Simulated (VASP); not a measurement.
# Hf3Si2: single point with PBEsol

Crystal: Hf3Si2.

```xyz
10
Lattice="7.0591 0.0000 0.0000 0.0000 7.0591 0.0000 0.0000 0.0000 3.4627" Properties=species:S:1:pos:R:3 pbc="T T T"
Hf    4.7579    5.8308    1.7314
Hf    5.8308    2.3013    1.7314
Hf    2.3013    1.2283    1.7314
Hf    1.2283    4.7579    1.7314
Hf    3.5296    3.5296    0.0000
Hf    0.0000    0.0000    0.0000
Si    4.3988    0.8693    0.0000
Si    6.1898    4.3988    0.0000
Si    0.8693    2.6603    0.0000
Si    2.6603    6.1898    0.0000
```

This cell differs from its parent crystal: uniaxial strain along c: -4.0 %, then relaxed in part.

* Program: VASP 6.6.1
* Task: single point
* Functional: PBEsol
* Potentials or basis: VASP PAW PBE potentials, release 64 (Hf_pv, Si)
* Cutoff: 520 eV
* k mesh: 6 × 6 × 10
* Occupations: gaussian, width 0.1 eV
* Spin: no spin polarisation
* Dipole correction: no
* Further INCAR settings: ALGO = Fast; EDIFF = 1e-07; NBANDS = 49

* Pressure: 2.2 GPa
* Largest force: 0.004 eV/Å
* Band gap on the k mesh: zero (bands 38 and 39 overlap by 1.55 eV)

Forces in eV/Å, atoms in the order of the input:
```
Hf   0.003 -0.003  0.000
Hf  -0.003 -0.003  0.000
Hf  -0.003  0.003  0.000
Hf   0.003  0.003  0.000
Hf   0.000  0.000  0.000
Hf   0.000  0.000  0.000
Si  -0.003 -0.003  0.000
Si   0.003 -0.003  0.000
Si  -0.003  0.003  0.000
Si   0.003  0.003  0.000
```

Stress tensor (GPa, compression positive):
```
0.01 0.00 0.00
0.00 0.01 0.00
0.00 0.00 6.51
```

Levels at points of the mesh, in eV from the Fermi level:
| k point | band 36 | band 37 | band 38 | band 39 | band 40 | band 41 |
| --- | --- | --- | --- | --- | --- | --- |
| (0.00, 0.00, 0.00) | -0.50 | -0.35 | 0.42 | 0.96 | 1.67 | 1.91 |
| (0.50, 0.00, 0.00) | 0.23 | 0.77 | 0.77 | 0.94 | 0.94 | 1.48 |
| (0.50, 0.50, 0.00) | -0.18 | 0.21 | 0.21 | 0.59 | 0.59 | 1.28 |
| (0.00, 0.00, 0.50) | -0.15 | -0.14 | -0.14 | 0.08 | 0.58 | 0.64 |
| (0.50, 0.00, 0.50) | -1.10 | -0.62 | -0.62 | 0.00 | 0.00 | 1.95 |
| (0.50, 0.50, 0.50) | -1.09 | -0.80 | -0.80 | -0.78 | -0.78 | 1.90 |

Wall time 10 min on 1 thread of AMD EPYC 7R13 Processor (Zen 3), on a shared host, peak memory 0.49 GiB.

Caveat: the cell differs from its parent crystal (uniaxial strain along c: -4.0 %, then relaxed in part); the stress differs along the axes, from 0 to 7 GPa; the PAW data sets were made with another functional, which shifts forces and pressure a little; spin-orbit coupling is left out, which moves the levels of the heavy elements.
